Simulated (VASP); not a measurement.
Set up this calculation in VASP 6.6.1, as the native input.

- Task: relaxation of cell and atoms
- Functional: PBE
- Potentials or basis: VASP PAW PBE potentials, release 64 (Pd, Cl)
- Cutoff: 600 eV
- k mesh: 11 × 11 × 6
- Occupations: fermi-dirac, width 0.08 eV
- Spin: no spin polarisation
- Target pressure: 44 GPa
- Dipole correction: no
- Further INCAR settings: ALGO = Normal; EDIFF = 1e-06; IBRION = 2; EDIFFG = -0.005; NSW = 60; ISIF = 3

The structure of PdCl (wurtzite type) lies in POSCAR:

```
PdCl
1.0
    3.5029411152      0.0000000000      0.0000000000
   -1.7514705576      3.0336359938      0.0000000000
    0.0000000000      0.0000000000      5.7097940178
Pd Cl
2 2
Direct
    0.3333333333      0.6666666667      0.0000000000
    0.6666666667      0.3333333333      0.5000000000
    0.3333333333      0.6666666667      0.3760000000
    0.6666666667      0.3333333333      0.8760000000
```

The input as run:

INCAR

```
ALGO = Normal ; EDIFF = 1E-6
EDIFFG = -0.005 ; ENCUT = 600
GGA = PE ; IBRION = 2
ISIF = 3 ; ISMEAR = -1
LASPH = T ; LCHARG = F
LREAL = F ; LWAVE = F
NELM = 100 ; NSW = 60
PREC = Accurate ; PSTRESS = 440.0
SIGMA = 0.08
```

KPOINTS

```
k-points
0
Gamma
  11 11 6
```

Potentials or basis: VASP PAW PBE potentials, release 64 (Pd, Cl).

The run is started by

```bash
$ cat potpaw_PBE.64/Pd/POTCAR potpaw_PBE.64/Cl/POTCAR > POTCAR
$ mpirun -np 1 vasp_std > vasp.out
```

It gave:

```json
{
 "Relaxed volume": "13.67 Å³/atom",
 "Relaxed cell": "a = 2.797 Å, b = 2.797 Å, c = 8.071 Å, α = 90.00°, β = 90.00°, γ = 120.00°",
 "Space group after relaxing (to 0.1 Å)": "P6_3mc (No. 186)",
 "Energy change on relaxing (the run minimises the enthalpy)": "-468.8 meV/atom",
 "Ionic steps": "42",
 "Pressure after relaxing": "44.0 GPa",
 "Band gap on the k mesh": "zero (bands 17 and 18 overlap by 1.21 eV)"
}
```

Caveat: the cell is relaxed towards a set pressure, so the run minimises the enthalpy, not the energy; a cell axis changed by over 15 % at a fixed basis, so the end point is rough.

It took 18 min on 1 thread of AMD EPYC 9R45 96-Core Processor (Zen 5), on a shared host, peak memory 0.24 GiB.
